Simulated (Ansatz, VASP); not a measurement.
# Cd3TeSe2: VASP beside Ansatz

```
CELL_PARAMETERS angstrom
4.48152 0.00000 0.00000
-2.24076 3.88111 0.00000
0.00000 0.00000 21.97859
ATOMIC_POSITIONS crystal
Cd 0.33333 0.66667 0.00702
Cd 0.33333 0.66667 0.32656
Cd 0.33333 0.66667 0.66650
Cd 0.66667 0.33333 0.16650
Cd 0.66667 0.33333 0.50702
Cd 0.66667 0.33333 0.82656
Te 0.33333 0.66667 0.45698
Te 0.66667 0.33333 0.95698
Se 0.33333 0.66667 0.12900
Se 0.33333 0.66667 0.78894
Se 0.66667 0.33333 0.28893
Se 0.66667 0.33333 0.62900
```

Alike in both runs: functional PBE; k mesh 12 × 12 × 2; occupations gaussian, width 0.01 eV; no spin polarisation.

Ansatz relaxed the structure, and its values are those at the end. VASP's run is a single point on that final structure, the one shown.

|  | VASP | Ansatz |
| --- | --- | --- |
| version | VASP 6.6.1 | Ansatz 0.2.0 |
| potentials or method | VASP PAW PBE potentials, release 64 (Cd, Te, Se), cutoff 520 eV | scalar-relativistic, plane waves, PAW |
| valence electrons in the cell | 108 | 216 |

Ansatz gave:

```
gap on the k mesh at the Fermi level (eV) : 0.12
least direct gap on the mesh (eV)         : 0.12
pressure (GPa)                            : 0.0
rms of the force components (eV/Å)        : 0.001
```

**Question.** Which values does VASP return?

**Answer.** gap on the k mesh at the Fermi level (eV): 0.12; least direct gap on the mesh (eV): 0.12; pressure (GPa): 0.2; rms of the force components (eV/Å): 0.004.

VASP's potentials hold 108 valence electrons a cell and Ansatz's 216, so a difference there can come from the potentials and not from the codes.

Spin-orbit coupling is off throughout.
